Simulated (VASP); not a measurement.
# NaF (Villiaumite) (Fm-3m) in VASP: notebook

NaF (Villiaumite) is run at these levels: PBEsol; tasks: vibrations by perturbation theory.

Program: VASP 6.6.1. These are calculated values, not measurements. Logs are shortened: lines on timing, memory, paths and dates and some standing lists are left out, and cuts for length are marked.

## 1. The cell of the first run

The structure is cubic, space group Fm-3m (No. 225). Conventional cell: a = 4.629 Å, b = 4.629 Å, c = 4.629 Å, α = 90.00°, β = 90.00°, γ = 90.00°. Na (site symmetry m-3m) has 6 F at 2.31 Å within 3.1 Å. Within 3.1 Å of F (site symmetry m-3m) lie 6 Na at 2.31 Å.

## 2. Vibrations by perturbation theory, PBEsol

The input, INCAR:

```
SYSTEM = NaF
ALGO = Normal
EDIFF = 1E-8
ENCUT = 520
GGA = PS
IBRION = 8
ISIF = 2
ISMEAR = 0
LASPH = .True.
LCHARG = .False.
LEPSILON = .True.
LREAL = .False.
LWAVE = .False.
NBANDS = 14
NELM = 100
NSW = 1
PREC = Accurate
SIGMA = 0.01
```

The input, KPOINTS:

```
k-points
0
Gamma
  8 8 8
  0 0 0
```

The input, POSCAR:

```
NaF
1.0
    0.0000000000      2.3145907711      2.3145907711
    2.3145907711      0.0000000000      2.3145907711
    2.3145907711      2.3145907711      0.0000000000
Na F
1 1
Direct
    0.0000000000      0.0000000000      0.0000000000
    0.5000000000      0.5000000000      0.5000000000
```

Potentials or basis: VASP PAW PBE potentials, release 64 (Na_pv, F).

Started as:

```bash
$ cat potpaw_PBE.64/Na_pv/POTCAR potpaw_PBE.64/F/POTCAR > POTCAR
$ mpirun -np 1 vasp_std > vasp.out
```

OUTCAR:

```text
SYSTEM = NaF
   EDIFF = 1E-8
   ENCUT = 520
   GGA = PS
   IBRION = 8
   ISIF = 2
   ISMEAR = 0
   LASPH = .True.
   LEPSILON = .True.
   LREAL = .False.
   NELM = 100
   NSW = 1
   PREC = Accurate

 ion  position               nearest neighbor table
   1  0.000  0.000  0.000-   2 2.31   2 2.31   2 2.31   2 2.31   2 2.31   2 2.31
   2  0.500  0.500  0.500-   1 2.31   1 2.31   1 2.31   1 2.31   1 2.31   1 2.31

  LATTYP: Found a face centered cubic cell.
 ALAT       =     4.6291815422

  Lattice vectors:

 A1 = (   0.0000000000,   2.3145907711,   2.3145907711)
 A2 = (   2.3145907711,   0.0000000000,   2.3145907711)
 A3 = (   2.3145907711,   2.3145907711,   0.0000000000)

Analysis of symmetry for initial positions (statically):
=====================================================================
 Subroutine PRICEL returns:
 Original cell was already a primitive cell.

 Routine SETGRP: Setting up the symmetry group for a
 face centered cubic supercell.

 Subroutine GETGRP returns: Found 48 space group operations
 (whereof 48 operations were pure point group operations)
 out of a pool of 48 trial point group operations.

The static configuration has the point symmetry O_h .

Analysis of symmetry for dynamics (positions and initial velocities):
=====================================================================
 Subroutine PRICEL returns:
 Original cell was already a primitive cell.

 Routine SETGRP: Setting up the symmetry group for a
 face centered cubic supercell.

 Subroutine GETGRP returns: Found 48 space group operations
 (whereof 48 operations were pure point group operations)
 out of a pool of 48 trial point group operations.

The dynamic configuration has the point symmetry O_h .

 Subroutine INISYM returns: Found 48 space group operations
 (whereof 48 operations are pure point group operations),
 and found     1 'primitive' translations

----------------------------------------------------------------------------------------

                                     Primitive cell

  volume of cell :      24.8001

  direct lattice vectors                    reciprocal lattice vectors
     0.000000000  2.314590771  2.314590771    -0.216020908  0.216020908  0.216020908
     2.314590771  0.000000000  2.314590771     0.216020908 -0.216020908  0.216020908
     2.314590771  2.314590771  0.000000000     0.216020908  0.216020908 -0.216020908

  length of vectors
     3.273325660  3.273325660  3.273325660     0.374159188  0.374159188  0.374159188

  position of ions in fractional coordinates (direct lattice)
     0.000000000  0.000000000  0.000000000
     0.500000000  0.500000000  0.500000000

  ion indices of the primitive-cell ions
   primitive index   ion index
                 1           1
                 2           2

----------------------------------------------------------------------------------------

 KPOINTS: k-points

Automatic generation of k-mesh.
 Grid dimensions read from file:
 generate k-points for:    8    8    8

 Generating k-lattice:

  Cartesian coordinates                     Fractional coordinates (reciprocal lattice)
[... 557 lines left out ...]
  ---------------------------------------------------
  ---------------------------------------------------
  free energy    TOTEN  =        -0.06662615 eV

  energy without entropy =       -0.06662615

------------------------ aborting loop because EDIFF is reached ----------------------------------------

--------------------------------------- Ionic step        2  -------------------------------------------

------------------------ aborting loop because EDIFF is reached ----------------------------------------

--------------------------------------- Ionic step        3  -------------------------------------------

------------------------ aborting loop because EDIFF is reached ----------------------------------------

 PIEZOELECTRIC TENSOR FIELD DIRECTION 3  (e Angst)
 -----------------------------------------------------------------------------
    -0.00009  0.00000 -0.00000           ( -0.00000  0.00000 -0.00000)
     0.00000 -0.00009  0.00000           (  0.00000 -0.00000  0.00000)
    -0.00000  0.00000 -0.00003           ( -0.00000  0.00000 -0.00001)

 PIEZOELECTRIC TENSOR FIELD DIRECTION 3  (C/m^2)
 -----------------------------------------------------------------------------
    -0.00006  0.00000 -0.00000
     0.00000 -0.00006  0.00000
    -0.00000  0.00000 -0.00002

--------------------------------------- Ionic step        4  -------------------------------------------

------------------------ aborting loop because EDIFF is reached ----------------------------------------

[... ionic steps 5 to 6 ...]

--------------------------------------- Ionic step        7  -------------------------------------------

 Free energy of the ion-electron system (eV)
  ---------------------------------------------------
  ---------------------------------------------------
  free energy    TOTEN  =        -0.52688983 eV

  energy without entropy =       -0.52688983

------------------------ aborting loop because EDIFF is reached ----------------------------------------

 INTERNAL STRAIN TENSOR  FOR ION    2  DIRECTION 1   (eV/Angst):
 -----------------------------------------------------------------------------
     0.07315 -0.00000  0.00000
     0.00000 -0.01221  0.00000
    -0.00000  0.00000 -0.01221

 MACROSCOPIC STATIC DIELECTRIC TENSOR (including local field effects in DFT)
 ------------------------------------------------------
           1.883153    -0.000000     0.000000
          -0.000000     1.883153     0.000000
          -0.000000    -0.000000     1.883153
 ------------------------------------------------------

 PIEZOELECTRIC TENSOR (including local field effects)  for field in x, y, z        (e  Angst)
          XX          YY          ZZ          XY          YZ          ZX
  --------------------------------------------------------------------------------
  x     0.00000     0.00000     0.00000     0.00000     0.00000     0.00000
  y     0.00000     0.00000     0.00000     0.00000     0.00000     0.00000
  z     0.00000     0.00000     0.00000     0.00000     0.00000     0.00000

 PIEZOELECTRIC TENSOR (including local field effects)  for field in x, y, z        (C/m^2)
          XX          YY          ZZ          XY          YZ          ZX
  --------------------------------------------------------------------------------
  x     0.00000     0.00000     0.00000     0.00000     0.00000     0.00000
  y     0.00000     0.00000     0.00000     0.00000     0.00000     0.00000
  z     0.00000     0.00000     0.00000     0.00000     0.00000     0.00000

 BORN EFFECTIVE CHARGES (including local field effects) (in |e|, cummulative output)
 ---------------------------------------------------------------------------------
 ion    1
    1     1.00756     0.00000     0.00000
    2     0.00000     1.00756     0.00000
    3     0.00000     0.00000     1.00756
 ion    2
    1    -1.00756     0.00000     0.00000
    2     0.00000    -1.00756     0.00000
    3     0.00000     0.00000    -1.00756

 INTERNAL STRAIN TENSOR FOR ION    2 for displacements in x,y,z  (eV/Angst):
          X           Y           Z          XY          YZ          ZX
  --------------------------------------------------------------------------------
  x     0.00000     0.00000     0.00000     0.00000     0.00000     0.00000
  y     0.00000     0.00000     0.00000     0.00000     0.00000     0.00000
  z     0.00000     0.00000     0.00000     0.00000     0.00000     0.00000

 SECOND DERIVATIVES (NOT SYMMETRIZED)
 ------------------------------------
               1X          1Y          1Z          2X          2Y          2Z
  1X    -2.253591    0.000000    0.000000    2.253591    0.000000    0.000000
  1Y     0.000000   -2.253591    0.000000    0.000000    2.253591    0.000000
  1Z     0.000000    0.000000   -2.253591    0.000000    0.000000    2.253591
  2X     2.224767    0.000000    0.000000   -2.224767    0.000000    0.000000
  2Y     0.000000    2.224767    0.000000    0.000000   -2.224767    0.000000
  2Z     0.000000    0.000000    2.224767    0.000000    0.000000   -2.224767

 Eigenvectors and eigenvalues of the dynamical matrix
 ----------------------------------------------------

   1 f  =    7.251095 THz    45.559973 2PiTHz  241.870490 cm-1    29.988105 meV
             X         Y         Z           dx          dy          dz
      0.000000  0.000000  0.000000     0.000000    0.675022    0.000000
      2.314591  2.314591  2.314591     0.000000   -0.737798    0.000000
[... 21 lines left out ...]
   6 f/i=    0.023243 THz     0.146042 2PiTHz    0.775315 cm-1     0.096127 meV
             X         Y         Z           dx          dy          dz
      0.000000  0.000000  0.000000     0.000000    0.000000    0.737798
      2.314591  2.314591  2.314591     0.000000    0.000000    0.675022

--------------------------------------------------------------------------------------------------------

 MACROSCOPIC STATIC DIELECTRIC TENSOR IONIC CONTRIBUTION
 ------------------------------------------------------
           3.307945    -0.000000    -0.000000
          -0.000000     3.307945    -0.000000
          -0.000000    -0.000000     3.307945
 ------------------------------------------------------

 ELASTIC MODULI CONTR FROM IONIC RELAXATION (kBar)
 Direction    XX          YY          ZZ          XY          YZ          ZX
 --------------------------------------------------------------------------------
 XX           0.0000      0.0000      0.0000      0.0000      0.0000      0.0000
 YY           0.0000      0.0000      0.0000      0.0000      0.0000      0.0000
 ZZ           0.0000      0.0000      0.0000      0.0000      0.0000      0.0000
 XY           0.0000      0.0000      0.0000      0.0000      0.0000      0.0000
 YZ           0.0000      0.0000      0.0000      0.0000      0.0000      0.0000
 ZX           0.0000      0.0000      0.0000      0.0000      0.0000      0.0000
 --------------------------------------------------------------------------------

 PIEZOELECTRIC TENSOR IONIC CONTR  for field in x, y, z        (C/m^2)
          XX          YY          ZZ          XY          YZ          ZX
  --------------------------------------------------------------------------------
  x     0.00000     0.00000     0.00000     0.00000     0.00000     0.00000
  y     0.00000     0.00000     0.00000     0.00000     0.00000     0.00000
  z     0.00000     0.00000     0.00000     0.00000     0.00000     0.00000
```

Wall time 2.1 min (1 thread of AMD EPYC 7R43 (Zen 3), shared host); peak memory 0.15 GiB.

Results:

```yaml
Electronic_dielectric_tensor_diagonal: 1.88
Born_charges_mean_of_the_diagonal: Na +1.01; F -1.01 e
Highest_phonon_frequency_at_Γ_LO-TO_splitting_left_out: 242 cm⁻¹
```

Phonon frequencies in cm⁻¹ (negative: imaginary):
```
              q point           frequencies
(0.000, 0.000, 0.000)  -1 -1 -1 242 242 242
```

Electronic dielectric tensor:
```
1.88 0.00 0.00
0.00 1.88 0.00
0.00 0.00 1.88
```

Born effective charge tensors (e):
atom 1, Na
```
1.01 0.00 0.00
0.00 1.01 0.00
0.00 0.00 1.01
```
atom 2, F
```
-1.01  0.00  0.00
 0.00 -1.01  0.00
 0.00  0.00 -1.01
```

(Part 1 of 2 ends here.)
